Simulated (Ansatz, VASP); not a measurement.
**One calculation of SnSe, two programs**

File INCAR:

```
SYSTEM = SnSe
PREC = Accurate
ENCUT = 520
EDIFF = 1E-6
ISMEAR = 0
SIGMA = 0.02
LREAL = .False.
LASPH = .True.
NELM = 80
ALGO = Normal
ISIF = 2
LWAVE = .False.
LCHARG = .False.
GGA = PE
NBANDS = 17
```

File KPOINTS:

```
regular mesh
0
Gamma
  10 10 10
  0 0 0
```

Contents of POSCAR:

```
SnSe
1.0
    0.0000000000      3.0307985902      3.0307985902
    3.0307985902      0.0000000000      3.0307985902
    3.0307985902      3.0307985902      0.0000000000
Sn Se
1 1
Direct
    0.0000000000      0.0000000000      0.0000000000
    0.5000000000      0.5000000000      0.5000000000
```

Input for Ansatz:

```yaml
crystal:
  lattice:
    - [0.0, 3.0307985902, 3.0307985902]
    - [3.0307985902, 0.0, 3.0307985902]
    - [3.0307985902, 3.0307985902, 0.0]
  atoms:
    - { symbol: Sn, position: [0.0, 0.0, 0.0] }
    - { symbol: Se, position: [0.5, 0.5, 0.5] }
basis:
  ecutwfc: 420
kpoints:
  mp_grid: { grid: [10, 10, 10] }
  band_path: { path: [VBM, CBM], npoints: 2 }
hamiltonian:
  xc: pbe
scf:
  occupations: { method: gaussian, width: 0.02 }
output:
  forces: true
  stress: true
  eigenvalues: true
checkpoint:
  read: start.run
  write: ck
  compress: false
  write_wavefunctions: false
  write_every: 100000
```

Alike in both runs: task single point; functional PBE; k mesh 10 × 10 × 10; occupations gaussian, width 0.02 eV; no spin polarisation.

|  | VASP | Ansatz |
| --- | --- | --- |
| version | VASP 6.6.1 | Ansatz 0.2.0 |
| potentials or method | VASP PAW PBE potentials, release 64 (Sn_d, Se), cutoff 520 eV | scalar-relativistic, plane waves, PAW |
| valence electrons in the cell | 20 | 30 |

```csv
,VASP,Ansatz,Ansatz less VASP
gap on the k mesh at the Fermi level (eV),0.49,0.49,0.000
least direct gap on the mesh (eV),0.49,0.49,-0.001
pressure (GPa),0.0,0.0,+0.02
```

VASP's potentials hold 20 valence electrons a cell and Ansatz's 30, so a difference there can come from the potentials and not from the codes.
